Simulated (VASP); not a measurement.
# Be3Se2O (P1) in VASP: relaxation of cell and atoms with PBE

Aim: the relaxation of cell and atoms of Be3Se2O with PBE.

All numbers are computed with VASP 6.6.1; they aren't measurements. Logs are shortened: lines on timing, memory, paths and dates and some standing lists are left out, and cuts for length are marked.

## 1. The cell of the first run

The typed cell holds 12 atoms: a = 4.037 Å, b = 4.064 Å, c = 13.705 Å, α = 82.21°, β = 86.50°, γ = 60.83°.

## 2. Relaxation of cell and atoms, PBE

INCAR reads:

```
SYSTEM = Be3Se2O
PREC = Accurate
ENCUT = 600
EDIFF = 1E-6
ISMEAR = 0
SIGMA = 0.1
LREAL = .FALSE.
LASPH = .TRUE.
NELM = 100
ALGO = Fast
ISIF = 3
LWAVE = .FALSE.
LCHARG = .FALSE.
GGA = PE
IBRION = 2
NSW = 90
EDIFFG = -0.04
```

KPOINTS reads:

```
Automatic mesh
0
G
  6 6 2
  0 0 0
```

POSCAR reads:

```
Be3Se2O
1.0
    4.0374540337      0.0000000000      0.0000000000
    1.9811339532      3.5486703913      0.0000000000
    0.8362080965      1.6615503001     13.5778010155
Be Se O
6 4 2
Direct
    0.4609209824      0.5622661441      0.2369116397
    0.6220834616      0.4828763995      0.7349888176
    0.4594906515      0.0334057561      0.2802860163
    0.6173741118      0.9570412050      0.7779437645
    0.9577598018      0.0699599640      0.2359319974
    0.1197514211      0.9920340084      0.7332759258
    0.9507369375      0.6074860400      0.1481160465
    0.1126363251      0.5285111436      0.6465654930
    0.9025248900      0.4359917443      0.3730108672
    0.0606815271      0.3589109013      0.8709009986
    0.9422960770      0.1939833236      0.9787876499
    0.7937438131      0.2775333703      0.4832807834
```

Potentials or basis: VASP PAW PBE potentials, release 64 (Be, Se, O).

On the command line:

```bash
$ cat potpaw_PBE.64/Be/POTCAR potpaw_PBE.64/Se/POTCAR potpaw_PBE.64/O/POTCAR > POTCAR
$ mpirun -np 1 vasp_std > vasp.out
```

OUTCAR:

```text
SYSTEM = Be3Se2O
   PREC = Accurate
   ENCUT = 600
   EDIFF = 1E-6
   ISMEAR = 0
   LREAL = .FALSE.
   LASPH = .TRUE.
   NELM = 100
   ISIF = 3
   GGA = PE
   IBRION = 2
   NSW = 90
   EDIFFG = -0.04

 ion  position               nearest neighbor table
   1  0.461  0.562  0.237-   5 2.03   5 2.07   3 2.08   3 2.15   7 2.33   7 2.37   9 2.49
   2  0.622  0.483  0.735-   6 2.03   6 2.07   4 2.08   4 2.15   8 2.33   8 2.37  10 2.48
   3  0.459  0.033  0.280-   1 2.08   5 2.08   5 2.13   1 2.15   9 2.43   9 2.44
   4  0.617  0.957  0.778-   6 2.07   2 2.08   2 2.15   6 2.15  10 2.44  10 2.45
   5  0.958  0.070  0.236-   1 2.03   1 2.07   3 2.08   3 2.13   7 2.34   7 2.38   9 2.49
   6  0.120  0.992  0.733-   2 2.03   4 2.07   2 2.07   4 2.15   8 2.33   8 2.37  10 2.49
   7  0.951  0.607  0.148-   1 2.33   5 2.34   1 2.37   5 2.38
   8  0.113  0.529  0.647-   6 2.33   2 2.33   2 2.37   6 2.37
   9  0.903  0.436  0.373-  12 1.68   3 2.43   3 2.44   5 2.49   1 2.49
  10  0.061  0.359  0.871-  11 1.68   4 2.44   4 2.45   2 2.48   6 2.49
  11  0.942  0.194  0.979-  10 1.68
  12  0.794  0.278  0.483-   9 1.68

  LATTYP: Found a triclinic cell.
 ALAT       =     4.0642284983
 B/A-ratio  =     0.9934121655
 C/A-ratio  =     3.3720107905
 COS(alpha) =     0.0610165005
 COS(beta)  =     0.1356033864
 COS(gamma) =     0.4874563411

  Lattice vectors:

 A1 = (  -1.9811339532,  -3.5486703913,   0.0000000000)
 A2 = (  -4.0374540337,   0.0000000000,   0.0000000000)
 A3 = (  -0.8362080965,  -1.6615503001, -13.5778010155)

Analysis of symmetry for initial positions (statically):
=====================================================================
 Subroutine PRICEL returns:
 Original cell was already a primitive cell.

 Routine SETGRP: Setting up the symmetry group for a
 triclinic supercell.

 Subroutine GETGRP returns: Found  1 space group operations
 (whereof  1 operations were pure point group operations)
 out of a pool of  2 trial point group operations.

The static configuration has the point symmetry C_1 .

Analysis of symmetry for dynamics (positions and initial velocities):
=====================================================================
 Subroutine PRICEL returns:
 Original cell was already a primitive cell.

 Routine SETGRP: Setting up the symmetry group for a
 triclinic supercell.

 Subroutine GETGRP returns: Found  1 space group operations
 (whereof  1 operations were pure point group operations)
 out of a pool of  2 trial point group operations.

The dynamic configuration has the point symmetry C_1 .
[... 128 lines left out ...]
   TEBEG  =    0.0;   TEEND  =   0.0 temperature during run
   PSTRESS=    0.0 pullay stress
   NELECT =      48.0000    total number of electrons
   NUPDOWN=      -1.0000    fix difference up-down
   EMIN   =  10.00;   EMAX   =-10.00  energy-range for DOS
   EFERMI =   0.00;   METHOD = LEGACY
   ISMEAR =     0;   SIGMA  =   0.10  broadening in eV -4-tet -1-fermi 0-gaus
   EFERMI_NEDOS =   21; number of points for ismear=-14 and -15
   IALGO  =     68    algorithm
   IMIX   =      4    mixing-type and parameters
     AMIX     =   0.40;   BMIX     =  1.00
     AMIX_MAG =   1.60;   BMIX_MAG =  1.00
  volume/ion in A,a.u.               =      16.21       109.40
  Fermi-wavevector in a.u.,A,eV,Ry     =   1.026804  1.940379 14.344991  1.054327
  Thomas-Fermi vector in A             =   2.160716
   LORBIT       =      0    0 simple, 1 ext, 2 COOP (PROOUT), +10 PAW based schemes
   GGA     = PE    functional components
   LHFCALC =     F    Hartree Fock is set to
   AEXX    =    0.0000 exact exchange contribution
   IVDW    =     0    specifies the selected vdW correction
   LEPSILON=     F    determine dielectric tensor
   LRPA    =     F    only Hartree local field effects (RPA)
 conjugate gradient relaxation of ions
 non-spin polarized calculation
 RMM-DIIS sequential band-by-band and
 Gauss-broadening in eV      SIGMA  =   0.10
  energy-cutoff  :      600.00
  volume of cell :      194.54
 maximum number of plane-waves:      6515
   NGX = 17   NGY = 17   NGZ = 55

--------------------------------------- Ionic step        1  -------------------------------------------

 number of electron      47.9999999 magnetization

 Free energy of the ion-electron system (eV)
  ---------------------------------------------------
  ext. energy  EPLUGINS =         0.00000000
  ---------------------------------------------------
  free energy    TOTEN  =       -46.82601058 eV

  energy without entropy =      -46.82162108  energy(sigma->0) =      -46.82381583

------------------------ aborting loop because EDIFF is reached ----------------------------------------

  FORCE on cell =-STRESS in cart. coord.  units (eV):
  Direction    XX          YY          ZZ          XY          YZ          ZX
  --------------------------------------------------------------------------------------
  -------------------------------------------------------------------------------------
  Total        0.2636444     -0.1545398      0.9444792     -0.1989094     -0.4673896     -0.7664570
  in kB        2.1713334     -1.2727653      7.7785790     -1.6381863     -3.8493455     -6.3124168
  external PRESSURE =       2.8923823 kB  Pullay stress =       0.0000000 kB
[... 217 lines left out ...]
--------------------------------------- Ionic step        6  -------------------------------------------

 number of electron      47.9999999 magnetization

 Free energy of the ion-electron system (eV)
  ---------------------------------------------------
  ext. energy  EPLUGINS =         0.00000000
  ---------------------------------------------------
  free energy    TOTEN  =       -46.83560367 eV

  energy without entropy =      -46.83128642  energy(sigma->0) =      -46.83344504

 E-fermi :   2.9093     XC(G=0):  -8.8886

 val. band max:        2.8695402276   @ k =  -0.3333   0.3333   0.5000
 cond. band min:       2.9582794516   @ k =  -0.3333   0.3333   0.5000
 fundamental gap:      0.0887392239
 Fermi energy:         2.9093214788

 k-point     1 :       0.0000    0.0000    0.0000
  band No.  band energies     occupation
      1     -16.4517      2.00000
      2     -16.4461      2.00000
      3     -11.5611      2.00000
      4     -11.4072      2.00000
      5      -9.8214      2.00000
      6      -9.5524      2.00000
[... 805 lines left out ...]
     30       6.4641      0.00000
     31       7.8845      0.00000

 [... further k-points ...]

------------------------ aborting loop because EDIFF is reached ----------------------------------------

  FORCE on cell =-STRESS in cart. coord.  units (eV):
  Direction    XX          YY          ZZ          XY          YZ          ZX
  --------------------------------------------------------------------------------------
  -------------------------------------------------------------------------------------
  Total        0.0538657      0.0136930      0.0694986      0.0181673     -0.0514366     -0.0483837
  in kB        0.4433651      0.1127062      0.5720384      0.1495337     -0.4233712     -0.3982431
  external PRESSURE =       0.3760366 kB  Pullay stress =       0.0000000 kB
[... 27 lines left out ...]
  FREE ENERGIE OF THE ION-ELECTRON SYSTEM (eV)
  ---------------------------------------------------
  free  energy   TOTEN  =       -46.8356036685 eV

  energy  without entropy=      -46.8312864180  energy(sigma->0) =      -46.83344504

 reached required accuracy - stopping structural energy minimisation
```

OSZICAR:

```text
N       E                     dE             d eps       ncg     rms          rms(c)
DAV:   1     0.252556528264E+03    0.25256E+03   -0.22213E+04  2480   0.149E+03
DAV:   2    -0.251343530286E+02   -0.27769E+03   -0.26524E+03  3129   0.254E+02
DAV:   3    -0.516547803026E+02   -0.26520E+02   -0.25731E+02  3217   0.861E+01
DAV:   4    -0.524104358041E+02   -0.75566E+00   -0.75126E+00  3114   0.151E+01
[... 49 lines left out ...]
DAV:   1    -0.468356484475E+02   -0.44638E-03   -0.38058E-02  2858   0.118E+00    0.896E-02
RMM:   2    -0.468356262075E+02    0.22240E-04   -0.13235E-03  2480   0.209E-01    0.309E-02
RMM:   3    -0.468356087043E+02    0.17503E-04   -0.15704E-04  2538   0.723E-02    0.191E-02
RMM:   4    -0.468356045504E+02    0.41539E-05   -0.51226E-05  2573   0.347E-02    0.852E-03
RMM:   5    -0.468356036685E+02    0.88186E-06   -0.89912E-06  2582   0.160E-02
   6 F= -.46835604E+02 E0= -.46833445E+02  d E =-.401395E-03
```

It took 23 min on 1 thread of Oxide Virtual Turin-like, shared host; peak memory 0.49 GiB.

What came out:

```yaml
Free_energy: -46.8356 eV
Relaxed_volume: 16.22 Å³/atom
Relaxed_cell: a = 4.041 Å, b = 4.055 Å, c = 13.706 Å, α = 82.53°, β = 86.81°, γ = 60.94°
Space_group_after_relaxing_to_0.1_Å: P1 (No. 1)
Energy_gained_by_relaxing: 0.8 meV/atom
Ionic_steps: 6
Pressure_after_relaxing: 0.0 GPa
Largest_force_after_relaxing: 0.036 eV/Å
Band_gap_on_the_k_mesh: zero (bands 24 and 25 overlap by 0.55 eV)
```

Forces in eV/Å, atoms in the order of the input:
```
Be  -0.016 -0.005 -0.007
Be  -0.007  0.000 -0.035
Be   0.005  0.005  0.021
Be   0.003  0.012  0.010
Be  -0.008 -0.013  0.001
Be   0.003 -0.012 -0.009
Se   0.000 -0.014  0.011
Se  -0.002 -0.008  0.004
Se   0.015  0.023 -0.015
Se  -0.007  0.002 -0.009
O    0.016  0.018  0.019
O   -0.001 -0.008  0.010
```

Step by step:
```csv
step,energy change (eV),largest force (eV/Å),pressure (GPa),volume (Å³)
1,0.0000,0.3695,0.29,194.54
2,0.0223,0.9404,-0.97,195.36
3,-0.0058,0.1232,-0.12,194.79
4,-0.0089,0.0504,0.00,194.59
5,-0.0092,0.0441,0.06,194.52
6,-0.0096,0.0361,0.04,194.65
```

Final structure:
```xyz
12
Lattice="4.0411 -0.0075 -0.0101 1.9763 3.5409 -0.0109 0.7999 1.6352 13.5846" Properties=species:S:1:pos:R:3 pbc="T T T"
Be    3.1659    2.3709    3.2066
Be    4.0634    2.9087    9.9699
Be    2.1376    0.5686    3.8042
Be    5.0047    4.6499   10.5523
Be    4.1998    0.6315    3.1930
Be    3.0270    4.7158    9.9481
Se    5.1633    2.3843    2.0020
Se    2.0206    2.9285    8.7744
Se    4.8080    2.1510    5.0500
Se    1.6455    2.6922   11.8218
O     4.9773    2.2834   13.2921
O     4.1434    1.7660    6.5552
```

Caveat: semilocal functionals underestimate gaps, and a narrow one can read as zero.

The gap in the log of VASP goes by the Fermi energy; the results here count the filled bands.